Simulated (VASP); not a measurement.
# Ir (Fm-3m) in VASP: a series of runs

The runs below take Ir through single point, relaxation of cell and atoms, with PBE.

All numbers are computed with VASP 6.6.1; they aren't measurements. Logs are shortened: lines on timing, memory, paths and dates and some standing lists are left out, and cuts for length are marked.

## 1. The cell of the first run

It takes space group Fm-3m (No. 225, cubic). Conventional cell: a = 3.459 Å, b = 3.459 Å, c = 3.459 Å, α = 90.00°, β = 90.00°, γ = 90.00°. Within 3.2 Å of Ir (site symmetry m-3m) lie 12 Ir at 2.45 Å.

## 2. Single point, PBE

INCAR

```
PREC = Accurate
ENCUT = 520
EDIFF = 1E-6
ISMEAR = -1
SIGMA = 0.05
LREAL = F
LASPH = T
NELM = 80
ALGO = Normal
ISIF = 2
LWAVE = F
LCHARG = F
GGA = PE
NBANDS = 10
```

KPOINTS

```
regular mesh
0
Gamma
  19 19 19
```

POSCAR

```
Ir
1.0
    0.0000000000      1.7294813400      1.7294813400
    1.7294813400      0.0000000000      1.7294813400
    1.7294813400      1.7294813400      0.0000000000
Ir
1
Direct
    0.0000000000      0.0000000000      0.0000000000
```

Potentials or basis: VASP PAW PBE potentials, release 64 (Ir).

Command:

```sh
$ cat potpaw_PBE.64/Ir/POTCAR > POTCAR
$ mpirun -np 1 vasp_std > vasp.out
```

OUTCAR:

```text
PREC = Accurate
   ENCUT = 520
   EDIFF = 1E-6
   ISMEAR = -1
   LREAL = F
   LASPH = T
   NELM = 80
   ISIF = 2
   GGA = PE

 ion  position               nearest neighbor table
   1  0.000  0.000  0.000-

  LATTYP: Found a face centered cubic cell.
 ALAT       =     3.4589626800

  Lattice vectors:

 A1 = (   0.0000000000,   1.7294813400,   1.7294813400)
 A2 = (   1.7294813400,   0.0000000000,   1.7294813400)
 A3 = (   1.7294813400,   1.7294813400,   0.0000000000)

Analysis of symmetry for initial positions (statically):
=====================================================================
 Subroutine PRICEL returns:
 Original cell was already a primitive cell.

 Routine SETGRP: Setting up the symmetry group for a
 face centered cubic supercell.

 Subroutine GETGRP returns: Found 48 space group operations
 (whereof 48 operations were pure point group operations)
 out of a pool of 48 trial point group operations.

The static configuration has the point symmetry O_h .

Analysis of symmetry for dynamics (positions and initial velocities):
=====================================================================
 Subroutine PRICEL returns:
 Original cell was already a primitive cell.

 Routine SETGRP: Setting up the symmetry group for a
 face centered cubic supercell.

 Subroutine GETGRP returns: Found 48 space group operations
 (whereof 48 operations were pure point group operations)
 out of a pool of 48 trial point group operations.

The dynamic configuration has the point symmetry O_h .

 Subroutine INISYM returns: Found 48 space group operations
 (whereof 48 operations are pure point group operations),
 and found     1 'primitive' translations

----------------------------------------------------------------------------------------

                                     Primitive cell

  volume of cell :      10.3461

  direct lattice vectors                    reciprocal lattice vectors
     0.000000000  1.729481340  1.729481340    -0.289104015  0.289104015  0.289104015
     1.729481340  0.000000000  1.729481340     0.289104015 -0.289104015  0.289104015
     1.729481340  1.729481340  0.000000000     0.289104015  0.289104015 -0.289104015

  length of vectors
     2.445855967  2.445855967  2.445855967     0.500742843  0.500742843  0.500742843

  position of ions in fractional coordinates (direct lattice)
     0.000000000  0.000000000  0.000000000

  ion indices of the primitive-cell ions
   primitive index   ion index
                 1           1

----------------------------------------------------------------------------------------

 KPOINTS: regular mesh

Automatic generation of k-mesh.
 Grid dimensions read from file:
 generate k-points for:   19   19   19

 Generating k-lattice:

  Cartesian coordinates                     Fractional coordinates (reciprocal lattice)
    -0.015216001  0.015216001  0.015216001     0.052631579  0.000000000  0.000000000
     0.015216001 -0.015216001  0.015216001     0.000000000  0.052631579  0.000000000
     0.015216001  0.015216001 -0.015216001     0.000000000  0.000000000  0.052631579

  Length of vectors
     0.026354886  0.026354886  0.026354886

  Shift w.r.t. Gamma in fractional coordinates (k-lattice)
     0.000000000  0.000000000  0.000000000

 Subroutine IBZKPT returns following result:
 ===========================================

 Found    220 irreducible k-points:

 Following reciprocal coordinates:
            Coordinates               Weight
  0.000000  0.000000  0.000000      1.000000
  0.052632  0.000000  0.000000      8.000000
  0.105263  0.000000  0.000000      8.000000
  0.157895  0.000000  0.000000      8.000000
  0.210526  0.000000  0.000000      8.000000
  0.263158  0.000000  0.000000      8.000000
[... 16 lines left out ...]
 -0.315789  0.052632  0.000000     24.000000
 -0.263158  0.052632  0.000000     24.000000
 [... further k-points ...]
   k-points           NKPTS =    220   k-points in BZ     NKDIM =    220   number of bands    NBANDS=     10
   number of dos      NEDOS =    301   number of ions     NIONS =      1
   total plane-waves  NPLWV =   5832
   dimension x,y,z NGX =    18 NGY =   18 NGZ =   18
   dimension x,y,z NGXF=    36 NGYF=   36 NGZF=   36
   ions per type =               1
   NGX,Y,Z   is equivalent  to a cutoff of  12.23, 12.23, 12.23 a.u.
   NGXF,Y,Z  is equivalent  to a cutoff of  24.47, 24.47, 24.47 a.u.
 SYSTEM =  unknown system
   PREC   = accura    normal or accurate (medium, high low for compatibility)
   ISTART =      0    job   : 0-new  1-cont  2-samecut
   ICHARG =      2    charge: 1-file 2-atom 10-const
   ISPIN  =      1    spin polarized calculation?
   LNONCOLLINEAR =      F non collinear calculations
   LSORBIT =      F    spin-orbit coupling
   LASPH  =      T    aspherical Exc in radial PAW
   ENCUT  =  520.0 eV  38.22 Ry    6.18 a.u.   4.55  4.55  4.55*2*pi/ulx,y,z
   NELM   =     80;   NELMIN=  2; NELMDL= -5     # of ELM steps
   EDIFF  = 0.1E-05   stopping-criterion for ELM
   LREAL  =      F    real-space projection
   EDIFFG = 0.1E-04   stopping-criterion for IOM
   NSW    =      0    number of steps for IOM
   IBRION =     -1    ionic relax: 0-MD 1-quasi-New 2-CG
   NFREE  =      0    steps in history (QN), initial steepest desc. (CG)
   ISIF   =      2    stress and relaxation
   ISYM   =      2    0-nonsym 1-usesym 2-fastsym
   POTIM  = 0.5000    time-step for ionic-motion
   TEBEG  =    0.0;   TEEND  =   0.0 temperature during run
   PSTRESS=    0.0 pullay stress
   NELECT =       9.0000    total number of electrons
   NUPDOWN=      -1.0000    fix difference up-down
   EMIN   =  10.00;   EMAX   =-10.00  energy-range for DOS
   EFERMI =   0.00;   METHOD = LEGACY
   ISMEAR =    -1;   SIGMA  =   0.05  broadening in eV -4-tet -1-fermi 0-gaus
   EFERMI_NEDOS =   21; number of points for ismear=-14 and -15
   IALGO  =     38    algorithm
   IMIX   =      4    mixing-type and parameters
     AMIX     =   0.40;   BMIX     =  1.00
     AMIX_MAG =   1.60;   BMIX_MAG =  1.00
  volume/ion in A,a.u.               =      10.35        69.82
  Fermi-wavevector in a.u.,A,eV,Ry     =   1.562775  2.953217 33.229042  2.442266
  Thomas-Fermi vector in A             =   2.665644
   LORBIT       =      0    0 simple, 1 ext, 2 COOP (PROOUT), +10 PAW based schemes
   GGA     = PE    functional components
   LHFCALC =     F    Hartree Fock is set to
   AEXX    =    0.0000 exact exchange contribution
   IVDW    =     0    specifies the selected vdW correction
   LEPSILON=     F    determine dielectric tensor
   LRPA    =     F    only Hartree local field effects (RPA)
 non-spin polarized calculation
  energy-cutoff  :      520.00
  volume of cell :       10.35
 maximum number of plane-waves:       291
   NGX =  9   NGY =  9   NGZ =  9

 number of electron       9.0000000 magnetization

 Free energy of the ion-electron system (eV)
  ---------------------------------------------------
  ext. energy  EPLUGINS =         0.00000000
  ---------------------------------------------------
  free energy    TOTEN  =        -6.26259213 eV

  energy without entropy =       -6.25666112  energy(sigma->0) =       -6.25962663

 E-fermi :  16.7701     XC(G=0): -15.9092

 val. band max:       16.7614159101   @ k =  -0.4211   0.4211   0.0000
 cond. band min:      16.7907674184   @ k =  -0.4211   0.4737   0.1053
 fundamental gap:      0.0293515083
 Fermi energy:        16.7700868224

 k-point     1 :       0.0000    0.0000    0.0000
  band No.  band energies     occupation
      1       1.9933      2.00000
      2      10.5375      2.00000
      3      10.5375      2.00000
      4      10.5375      2.00000
      5      14.9169      2.00000
      6      14.9169      2.00000
      7      29.9178      0.00000
      8      37.5632      0.00000
      9      37.5632      0.00000
     10      37.5632      0.00000

 k-point     2 :       0.0526    0.0000    0.0000
  band No.  band energies     occupation
      1       2.1716      2.00000
      2      10.4251      2.00000
      3      10.6212      2.00000
      4      10.6212      2.00000
      5      14.8456      2.00000
      6      14.8456      2.00000
      7      30.2582      0.00000
      8      36.7438      0.00000
      9      37.8820      0.00000
     10      37.8820      0.00000

 k-point     3 :       0.1053    0.0000    0.0000
  band No.  band energies     occupation
      1       2.6802      2.00000
      2      10.1429      2.00000
      3      10.8438      2.00000
      4      10.8438      2.00000
      5      14.6800      2.00000
      6      14.6800      2.00000
      7      31.1908      0.00000
      8      35.2120      0.00000
      9      38.8095      0.00000
     10      38.8095      0.00000

 k-point     4 :       0.1579    0.0000    0.0000
  band No.  band energies     occupation
      1       3.4293      2.00000
      2       9.8451      2.00000
      3      11.1072      2.00000
      4      11.1072      2.00000
      5      14.5650      2.00000
      6      14.5650      2.00000
      7      32.1791      0.00000
      8      34.0846      0.00000
      9      40.2703      0.00000
     10      40.2703      0.00000

 k-point     5 :       0.2105    0.0000    0.0000
  band No.  band energies     occupation
      1       4.2305      2.00000
      2       9.7751      2.00000
      3      11.2447      2.00000
      4      11.2447      2.00000
      5      14.7142      2.00000
      6      14.7142      2.00000
      7      31.5346      0.00000
      8      34.9526      0.00000
      9      42.1626      0.00000
     10      42.1626      0.00000

 k-point     6 :       0.2632    0.0000    0.0000
  band No.  band energies     occupation
      1       4.8012      2.00000
      2      10.2330      2.00000
      3      11.1534      2.00000
      4      11.1534      2.00000
      5      15.2534      2.00000
      6      15.2534      2.00000
      7      30.3831      0.00000
      8      36.0331      0.00000
      9      44.3623      0.00000
     10      44.3686      0.00000
[... 183 lines left out ...]
 k-point    21 :      -0.4211    0.0526    0.0000
  band No.  band energies     occupation
      1       4.9377      2.00000
      2      10.2362      2.00000
      3      10.4844      2.00000
      4      14.2518      2.00000
      5      17.7212      0.00000
      6      18.9160      0.00000
      7      28.1837      0.00000
      8      30.8255      0.00000
      9      39.3294      0.00000
     10      40.3250      0.00000

 k-point    22 :      -0.3684    0.0526    0.0000
  band No.  band energies     occupation
      1       5.0547      2.00000
      2      10.4498      2.00000
      3      10.6519      2.00000
      4      12.9776      2.00000
      5      16.8219      0.52351
      6      18.2242      0.00000
      7      28.6933      0.00000
      8      32.6707      0.00000
      9      40.4321      0.00000
     10      42.1251      0.00000

 k-point    23 :      -0.3158    0.0526    0.0000
  band No.  band energies     occupation
      1       5.1531      2.00000
      2      10.7236      2.00000
      3      10.9066      2.00000
      4      11.5265      2.00000
      5      15.8013      2.00000
      6      17.2934      0.00006
      7      29.4055      0.00000
      8      34.8406      0.00000
      9      41.9736      0.00000
     10      44.4269      0.00000

 k-point    24 :      -0.2632    0.0526    0.0000
  band No.  band energies     occupation
      1       5.0703      2.00000
      2      10.2641      2.00000
      3      11.0722      2.00000
      4      11.1853      2.00000
      5      14.8599      2.00000
      6      16.3398      1.99963
      7      30.3313      0.00000
      8      36.1562      0.00000
      9      42.9795      0.00000
     10      43.5367      0.00000

 [... further k-points ...]

------------------------ aborting loop because EDIFF is reached ----------------------------------------

  FORCE on cell =-STRESS in cart. coord.  units (eV):
  Direction    XX          YY          ZZ          XY          YZ          ZX
  --------------------------------------------------------------------------------------
  -------------------------------------------------------------------------------------
  Total       17.8152398     17.8152398     17.8152398      0.0000000      0.0000000     -0.0000000
  in kB     2758.8279457   2758.8279457   2758.8279457      0.0000000      0.0000000     -0.0000000
  external PRESSURE =    2758.8279457 kB  Pullay stress =       0.0000000 kB

 VOLUME and BASIS-vectors are now :
 -----------------------------------------------------------------------------
  energy-cutoff  :      520.00
  volume of cell :       10.35
      direct lattice vectors                 reciprocal lattice vectors
     0.000000000  1.729481340  1.729481340    -0.289104015  0.289104015  0.289104015
     1.729481340  0.000000000  1.729481340     0.289104015 -0.289104015  0.289104015
     1.729481340  1.729481340  0.000000000     0.289104015  0.289104015 -0.289104015

 POSITION                                       TOTAL-FORCE (eV/Angst)
 -----------------------------------------------------------------------------------
      0.00000      0.00000      0.00000         0.000000      0.000000     -0.000000
 -----------------------------------------------------------------------------------
    total drift:                               -0.000000      0.000000      0.000000

  FREE ENERGIE OF THE ION-ELECTRON SYSTEM (eV)
  ---------------------------------------------------
  free  energy   TOTEN  =        -6.2625921302 eV

  energy  without entropy=       -6.2566611221  energy(sigma->0) =       -6.25962663
```

It took 7.6 s on 1 thread of Intel Xeon 6975P-C (Granite Rapids), shared host; peak memory 0.14 GiB.

What came out:

```
Free energy            : -6.2626 eV
Pressure               : 275.9 GPa
Band gap on the k mesh : zero (an odd number of electrons rules out a gap without spin polarisation)
```

Caveat: the cell stands under pressure; spin-orbit coupling is left out, which moves the levels of the heavy elements.

(Part 1 of 3 ends here.)
